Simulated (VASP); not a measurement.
# SnO (Romarchite) (P4/nmm) in VASP: further runs

The runs below take SnO (Romarchite) through relaxation of cell and atoms, with r2SCAN, r2SCAN+rVV10.

Program: VASP 6.6.1. These are calculated values, not measurements. Logs are shortened: lines on timing, memory, paths and dates and some standing lists are left out, and cuts for length are marked.

### Step 1. The cell of the first run

It takes space group P4/nmm (No. 129, tetragonal). The conventional cell has a = 3.799 Å, b = 3.799 Å, c = 4.841 Å, α = 90.00°, β = 90.00°, γ = 90.00°. Within 2.9 Å of Sn (site symmetry 4mm) lie 4 O at 2.22 Å. Within 2.9 Å of O (site symmetry -4m2) lie 4 Sn at 2.22 Å and 4 O at 2.69 Å.

### Step 2. Relaxation of cell and atoms, r2SCAN

POSCAR reads:

```
SnO
1.0
    3.7986000000      0.0000000000      0.0000000000
    0.0000000000      3.7986000000      0.0000000000
    0.0000000000      0.0000000000      4.8408000000
Sn O
2 2
Direct
    0.5000000000      0.0000000000      0.2369000000
    0.0000000000      0.5000000000      0.7631000000
    0.0000000000      0.0000000000      0.0000000000
    0.5000000000      0.5000000000      0.0000000000
```

INCAR.step1 reads:

```
SYSTEM = SnO
  ALGO = Normal
  EDIFF = 1E-4
  ENCUT = 600
  GGA = PE
  ISMEAR = 1
  LASPH = .TRUE.
  LCHARG = .FALSE.
  LREAL = .FALSE.
  LWAVE = .TRUE.
  NELM = 80
  PREC = Accurate
  SIGMA = 0.109
```

INCAR.step2 reads:

```
SYSTEM = SnO
  ALGO = Normal
  EDIFF = 1E-7
  EDIFFG = -0.05
  ENCUT = 600
  IBRION = 2
  ISIF = 3
  ISMEAR = 1
  ISTART = 1
  LASPH = .TRUE.
  LCHARG = .FALSE.
  LMIXTAU = .TRUE.
  LREAL = .FALSE.
  LWAVE = .FALSE.
  METAGGA = R2SCAN
  NELM = 80
  NSW = 80
  PREC = Accurate
  SIGMA = 0.109
```

KPOINTS reads:

```
k-points
0
G
  5 5 4
  0 0 0
```

Potentials or basis: VASP PAW PBE potentials, release 64 (Sn_d, O).

Command:

```sh
$ cat potpaw_PBE.64/Sn_d/POTCAR potpaw_PBE.64/O/POTCAR > POTCAR
$ cp INCAR.step1 INCAR
$ mpirun -np 1 vasp_std > vasp.out
$ cp INCAR.step2 INCAR
$ mpirun -np 1 vasp_std > vasp.out
```

OUTCAR:

```text
SYSTEM = SnO
   EDIFF = 1E-7
   EDIFFG = -0.05
   ENCUT = 600
   IBRION = 2
   ISIF = 3
   ISMEAR = 1
   ISTART = 1
   LASPH = .TRUE.
   LREAL = .FALSE.
   METAGGA = R2SCAN
   NELM = 80
   NSW = 80
   PREC = Accurate

 ion  position               nearest neighbor table
   1  0.500  0.000  0.237-   3 2.22   4 2.22   4 2.22   3 2.22   2 3.53   2 3.53   2 3.53   2 3.53
                             2 3.70   2 3.70   2 3.70   2 3.70
   2  0.000  0.500  0.763-   3 2.22   4 2.22   3 2.22   4 2.22   1 3.53   1 3.53   1 3.53   1 3.53
                             1 3.70   1 3.70   1 3.70   1 3.70
   3  0.000  0.000  0.000-   1 2.22   2 2.22   2 2.22   1 2.22
   4  0.500  0.500  0.000-   1 2.22   2 2.22   1 2.22   2 2.22

  LATTYP: Found a simple tetragonal cell.
 ALAT       =     3.7986000000
 C/A-ratio  =     1.2743642395

  Lattice vectors:

 A1 = (   3.7986000000,   0.0000000000,   0.0000000000)
 A2 = (   0.0000000000,   3.7986000000,   0.0000000000)
 A3 = (   0.0000000000,   0.0000000000,   4.8408000000)

Analysis of symmetry for initial positions (statically):
=====================================================================
 Subroutine PRICEL returns:
 Original cell was already a primitive cell.

 Routine SETGRP: Setting up the symmetry group for a
 simple tetragonal supercell.

 Subroutine GETGRP returns: Found 16 space group operations
 (whereof  8 operations were pure point group operations)
 out of a pool of 16 trial point group operations.

The static configuration has the point symmetry D_2d.
 The point group associated with its full space group is D_4h.

Analysis of symmetry for dynamics (positions and initial velocities):
=====================================================================
 Subroutine PRICEL returns:
 Original cell was already a primitive cell.

 Routine SETGRP: Setting up the symmetry group for a
 simple tetragonal supercell.

 Subroutine GETGRP returns: Found 16 space group operations
 (whereof  8 operations were pure point group operations)
 out of a pool of 16 trial point group operations.

The dynamic configuration has the point symmetry D_2d.
 The point group associated with its full space group is D_4h.

 Subroutine INISYM returns: Found 16 space group operations
 (whereof  8 operations are pure point group operations),
 and found     1 'primitive' translations

----------------------------------------------------------------------------------------

                                     Primitive cell

  volume of cell :      69.8497

  direct lattice vectors                    reciprocal lattice vectors
     3.798600000  0.000000000  0.000000000     0.263254883  0.000000000  0.000000000
     0.000000000  3.798600000  0.000000000     0.000000000  0.263254883  0.000000000
     0.000000000  0.000000000  4.840800000     0.000000000  0.000000000  0.206577425

  length of vectors
     3.798600000  3.798600000  4.840800000     0.263254883  0.263254883  0.206577425

  position of ions in fractional coordinates (direct lattice)
     0.500000000  0.000000000  0.236900000
     0.000000000  0.500000000  0.763100000
     0.000000000  0.000000000  0.000000000
     0.500000000  0.500000000  0.000000000

  ion indices of the primitive-cell ions
   primitive index   ion index
                 1           1
                 2           2
                 3           3
                 4           4

----------------------------------------------------------------------------------------

 KPOINTS: k-points

Automatic generation of k-mesh.
 Grid dimensions read from file:
 generate k-points for:    5    5    4

 Generating k-lattice:

  Cartesian coordinates                     Fractional coordinates (reciprocal lattice)
     0.052650977  0.000000000  0.000000000     0.200000000  0.000000000  0.000000000
     0.000000000  0.052650977  0.000000000     0.000000000  0.200000000  0.000000000
     0.000000000  0.000000000  0.051644356     0.000000000  0.000000000  0.250000000

  Length of vectors
     0.052650977  0.052650977  0.051644356

  Shift w.r.t. Gamma in fractional coordinates (k-lattice)
     0.000000000  0.000000000  0.000000000

 Subroutine IBZKPT returns following result:
 ===========================================

 Found     18 irreducible k-points:

 Following reciprocal coordinates:
            Coordinates               Weight
  0.000000  0.000000  0.000000      1.000000
  0.200000  0.000000  0.000000      4.000000
  0.400000  0.000000  0.000000      4.000000
  0.200000  0.200000  0.000000      4.000000
  0.400000  0.200000  0.000000      8.000000
  0.400000  0.400000  0.000000      4.000000
[... 10 lines left out ...]
  0.400000  0.200000  0.500000      8.000000
  0.400000  0.400000  0.500000      4.000000
   k-points           NKPTS =     18   k-points in BZ     NKDIM =     18   number of bands    NBANDS=     24
   number of dos      NEDOS =    301   number of ions     NIONS =      4
   total plane-waves  NPLWV =  36000
   dimension x,y,z NGX =    30 NGY =   30 NGZ =   40
   dimension x,y,z NGXF=    60 NGYF=   60 NGZF=   80
   ions per type =               2   2
   NGX,Y,Z   is equivalent  to a cutoff of  13.13, 13.13, 13.74 a.u.
   NGXF,Y,Z  is equivalent  to a cutoff of  26.26, 26.26, 27.47 a.u.
 SYSTEM =  SnO
   PREC   = accura    normal or accurate (medium, high low for compatibility)
   ISTART =      1    job   : 0-new  1-cont  2-samecut
   ICHARG =      0    charge: 1-file 2-atom 10-const
   ISPIN  =      1    spin polarized calculation?
   LNONCOLLINEAR =      F non collinear calculations
   LSORBIT =      F    spin-orbit coupling
   LASPH  =      T    aspherical Exc in radial PAW
   ENCUT  =  600.0 eV  44.10 Ry    6.64 a.u.   7.59  7.59  9.67*2*pi/ulx,y,z
   NELM   =     80;   NELMIN=  2; NELMDL=  0     # of ELM steps
   EDIFF  = 0.1E-06   stopping-criterion for ELM
   LREAL  =      F    real-space projection
   EDIFFG = -.5E-01   stopping-criterion for IOM
   NSW    =     80    number of steps for IOM
   IBRION =      2    ionic relax: 0-MD 1-quasi-New 2-CG
   NFREE  =      1    steps in history (QN), initial steepest desc. (CG)
   ISIF   =      3    stress and relaxation
   ISYM   =      2    0-nonsym 1-usesym 2-fastsym
   POTIM  = 0.5000    time-step for ionic-motion
   TEBEG  =    0.0;   TEEND  =   0.0 temperature during run
   PSTRESS=    0.0 pullay stress
   NELECT =      40.0000    total number of electrons
   NUPDOWN=      -1.0000    fix difference up-down
   EMIN   =  10.00;   EMAX   =-10.00  energy-range for DOS
   EFERMI =   0.00;   METHOD = LEGACY
   ISMEAR =     1;   SIGMA  =   0.11  broadening in eV -4-tet -1-fermi 0-gaus
   EFERMI_NEDOS =   21; number of points for ismear=-14 and -15
   IALGO  =     38    algorithm
   IMIX   =      4    mixing-type and parameters
     AMIX     =   0.40;   BMIX     =  1.00
     AMIX_MAG =   1.60;   BMIX_MAG =  1.00
  volume/ion in A,a.u.               =      17.46       117.84
  Fermi-wavevector in a.u.,A,eV,Ry     =   1.359482  2.569048 25.146163  1.848191
  Thomas-Fermi vector in A             =   2.486226
   LORBIT       =      0    0 simple, 1 ext, 2 COOP (PROOUT), +10 PAW based schemes
   METAGGA = R2SCAN    functional components
   LHFCALC =     F    Hartree Fock is set to
   AEXX    =    0.0000 exact exchange contribution
   IVDW    =     0    specifies the selected vdW correction
   LEPSILON=     F    determine dielectric tensor
   LRPA    =     F    only Hartree local field effects (RPA)
 conjugate gradient relaxation of ions
 non-spin polarized calculation
 Methfessel and Paxton  Order N= 1 SIGMA  =   0.11
  energy-cutoff  :      600.00
  volume of cell :       69.85
 maximum number of plane-waves:      2354
 NGX is ok and might be reduce to    30
   NGX = 15   NGY = 15   NGZ = 19

--------------------------------------- Ionic step        1  -------------------------------------------

 number of electron      40.0000023 magnetization

 Free energy of the ion-electron system (eV)
  ---------------------------------------------------
  ext. energy  EPLUGINS =         0.00000000
  ---------------------------------------------------
  free energy    TOTEN  =       -66.90552153 eV

  energy without entropy =      -66.90558482  energy(sigma->0) =      -66.90554262

------------------------ aborting loop because EDIFF is reached ----------------------------------------

  FORCE on cell =-STRESS in cart. coord.  units (eV):
  Direction    XX          YY          ZZ          XY          YZ          ZX
  --------------------------------------------------------------------------------------
  -------------------------------------------------------------------------------------
  Total        0.5690613      0.5690613      0.5045564      0.0000000      0.0000000      0.0000000
  in kB       13.0528500     13.0528500     11.5732688      0.0000000      0.0000000      0.0000000
  external PRESSURE =      12.5596563 kB  Pullay stress =       0.0000000 kB
[... 99 lines left out ...]
  energy  without entropy=      -66.9085507907  energy(sigma->0) =      -66.90850860

--------------------------------------- Ionic step        4  -------------------------------------------

 number of electron      40.0000019 magnetization

 Free energy of the ion-electron system (eV)
  ---------------------------------------------------
  ext. energy  EPLUGINS =         0.00000000
  ---------------------------------------------------
  free energy    TOTEN  =       -66.90880073 eV

  energy without entropy =      -66.90886407  energy(sigma->0) =      -66.90882184

 E-fermi :   7.1416     XC(G=0): -10.8867

 val. band max:        7.0498334403   @ k =   0.0000   0.0000   0.0000
 cond. band min:       7.6878183524   @ k =   0.4000   0.4000   0.0000
 fundamental gap:      0.6379849121
 Fermi energy:         7.1415871154

 k-point     1 :       0.0000    0.0000    0.0000
  band No.  band energies     occupation
      1     -15.8793      2.00000
      2     -15.3336      2.00000
      3     -15.3219      2.00000
      4     -15.3219      2.00000
      5     -15.2763      2.00000
      6     -15.2537      2.00000
[... 506 lines left out ...]
  FREE ENERGIE OF THE ION-ELECTRON SYSTEM (eV)
  ---------------------------------------------------
  free  energy   TOTEN  =       -66.9088007311 eV

  energy  without entropy=      -66.9088640676  energy(sigma->0) =      -66.90882184

 reached required accuracy - stopping structural energy minimisation
```

Run time: 4 min. Hardware: 1 thread of Intel Xeon 6975P-C (Granite Rapids), shared host; peak memory 0.22 GiB.

What came out:

| Item | Value |
| --- | --- |
| Free energy | -66.9088 eV |
| Relaxed volume | 17.66 Å³/atom |
| Relaxed cell | a = 3.813 Å, b = 3.813 Å, c = 4.858 Å, α = 90.00°, β = 90.00°, γ = 90.00° |
| Space group after relaxing (to 0.05 Å) | P4/nmm (No. 129) |
| Energy gained by relaxing | 0.8 meV/atom |
| Ionic steps | 4 |
| Pressure after relaxing | 0.1 GPa |
| Largest force after relaxing | 0.038 eV/Å |
| Band gap on the k mesh | 0.64 eV, indirect (least direct gap 2.39 eV) |

Forces in eV/Å, atoms in the order of the input:
```
Sn   0.000  0.000 -0.038
Sn   0.000  0.000  0.038
O    0.000  0.000  0.000
O    0.000  0.000  0.000
```

The path:
```
step  energy change (eV)  largest force (eV/Å)  pressure (GPa)  volume (Å³)
   1              0.0000                0.1365            1.26        69.85
   2              0.0007                0.2729           -1.14        71.24
   3             -0.0030                0.0610            0.10        70.50
   4             -0.0033                0.0383            0.07        70.64
```

Final structure:
```
Sn O
1.0
     3.81333    0.00000    0.00000
     0.00000    3.81333    0.00000
     0.00000    0.00000    4.85786
Sn O
2 2
Direct
  0.50000 0.00000 0.23704
  0.00000 0.50000 0.76296
  0.00000 0.00000 0.00000
  0.50000 0.50000 0.00000
```

Caveat: the PAW data sets were made with another functional, which shifts forces and pressure a little; spin-orbit coupling is left out, which moves the levels of the heavy elements; the relaxation stopped at a loose force limit of 0.05 eV/Å, so its end isn't a converged minimum.

### Step 3. Relaxation of cell and atoms, r2SCAN+rVV10

POSCAR is that of step 2.

INCAR.step1 reads:

```
PREC = Accurate
ENCUT = 600
ISMEAR = 1
SIGMA = 0.3
LREAL = False
LASPH = True
NELM = 80
GGA = PE
ALGO = Normal
EDIFF = 1E-4
LWAVE = True
LCHARG = False
```

INCAR.step2 reads:

```
PREC = Accurate
ENCUT = 600
EDIFF = 1E-6
ISMEAR = 1
SIGMA = 0.3
LREAL = False
LASPH = True
NELM = 80
ALGO = Normal
ISIF = 3
LWAVE = False
LCHARG = False
METAGGA = R2SCAN
LMIXTAU = True
LUSE_VDW = True
IVDW_NL = 2
BPARAM = 11.95
CPARAM = 0.0093
IBRION = 2
NSW = 80
EDIFFG = -0.05
ISTART = 1
```

KPOINTS reads:

```
regular mesh
0
Gamma
  5 5 4
```

Potentials or basis: VASP PAW PBE potentials, release 64 (Sn_d, O).

Command:

```sh
$ cat potpaw_PBE.64/Sn_d/POTCAR potpaw_PBE.64/O/POTCAR > POTCAR
$ cp INCAR.step1 INCAR
$ mpirun -np 1 vasp_std > vasp.out
$ cp INCAR.step2 INCAR
$ mpirun -np 1 vasp_std > vasp.out
```

Run time: 5.3 min. Hardware: 1 thread of Intel Xeon 6975P-C (Granite Rapids), shared host; peak memory 0.36 GiB.

It converged, with:

```yaml
Free_energy: -65.8343 eV
Relaxed_volume: 17.43 Å³/atom
Relaxed_cell: a = 3.799 Å, b = 3.799 Å, c = 4.831 Å, α = 90.00°, β = 90.00°, γ = 90.00°
Space_group_after_relaxing_to_0.05_Å: P4/nmm (No. 129)
Energy_gained_by_relaxing: 0.4 meV/atom
Ionic_steps: 4
Pressure_after_relaxing: -0.2 GPa
Largest_force_after_relaxing: 0.017 eV/Å
Band_gap_on_the_k_mesh: 0.51 eV, indirect (least direct gap 2.40 eV)
```

Forces on the atoms (eV/Å):
```
Sn   0.000  0.000  0.017
Sn   0.000  0.000 -0.017
O    0.000  0.000  0.000
O    0.000  0.000  0.000
```

Stress tensor (GPa, compression positive):
```
-0.09  0.00  0.00
 0.00 -0.09  0.00
 0.00  0.00 -0.46
```

Step by step:
```csv
step,energy change (eV),largest force (eV/Å),pressure (GPa),volume (Å³)
1,0.0000,0.1568,0.20,69.85
2,-0.0006,0.0412,-0.63,70.07
3,-0.0009,0.0296,-0.34,70.00
4,-0.0017,0.0171,-0.21,69.72
```

Final structure:
```xyz
4
Lattice="3.7989 0.0000 0.0000 0.0000 3.7989 0.0000 0.0000 0.0000 4.8310" Properties=species:S:1:pos:R:3 pbc="T T T"
Sn    1.8994    3.7989    1.1531
Sn    0.0000    1.8994    3.6779
O     0.0000    3.7989    0.0000
O     1.8994    1.8994    0.0000
```

Levels at points of the mesh, in eV from the valence-band top:
| k point | band 16 | band 17 | band 18 | band 19 | band 20 | band 21 | band 22 | band 23 | band 24 |
| --- | --- | --- | --- | --- | --- | --- | --- | --- | --- |
| (0.00, 0.00, 0.00) | -6.77 | -3.93 | -3.61 | -3.61 | 0.00 | 2.40 | 4.59 | 4.79 | 4.79 |
| (0.00, 0.00, 0.50) | -4.00 | -3.62 | -3.62 | -3.09 | -2.60 | 1.95 | 3.04 | 3.04 | 3.76 |

Caveat: the PAW data sets were made with another functional, which shifts forces and pressure a little; spin-orbit coupling is left out, which moves the levels of the heavy elements; the relaxation stopped at a loose force limit of 0.05 eV/Å, so its end isn't a converged minimum.
